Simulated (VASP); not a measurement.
A run of VASP 6.6.1 is set up as follows.

POSCAR

```
Ba
1.0
    0.0000000000      3.2231413676      3.2231413676
    3.2231413676      0.0000000000      3.2231413676
    3.2231413676      3.2231413676      0.0000000000
Ba
1
Direct
    0.0000000000      0.0000000000      0.0000000000
```

Contents of INCAR.step1:

```
SYSTEM = Ba
PREC = Accurate
ENCUT = 520
ISMEAR = -1
SIGMA = 0.1
LREAL = .False.
LASPH = .True.
NELM = 80
NBANDS = 11
GGA = PE
ALGO = Normal
EDIFF = 1E-4
LWAVE = .True.
LCHARG = .False.
```

File INCAR.step2:

```
SYSTEM = Ba
PREC = Accurate
ENCUT = 520
EDIFF = 1E-6
ISMEAR = -1
SIGMA = 0.1
LREAL = .False.
LASPH = .True.
NELM = 80
ALGO = Normal
ISIF = 2
LWAVE = .False.
LCHARG = .False.
METAGGA = R2SCAN
LMIXTAU = .True.
NBANDS = 11
ISTART = 1
```

Contents of KPOINTS:

```
Automatic mesh
0
Gamma
  10 10 10
  0 0 0
```

Potentials or basis: VASP PAW PBE potentials, release 64 (Ba_sv).

Run with:

```bash
$ cat potpaw_PBE.64/Ba_sv/POTCAR > POTCAR
$ cp INCAR.step1 INCAR
$ mpirun -np 1 vasp_std > vasp.out
$ cp INCAR.step2 INCAR
$ mpirun -np 1 vasp_std > vasp.out
```

(1) Estimate the pressure.

(2) What does it give for the band gap on the k mesh?

Answers

(1) 0.1 GPa.

(2) zero (bands 5 and 6 overlap by 0.03 eV).

Caveat: the PAW data sets were made with another functional, which shifts forces and pressure a little; spin-orbit coupling is left out, which moves the levels of the heavy elements.
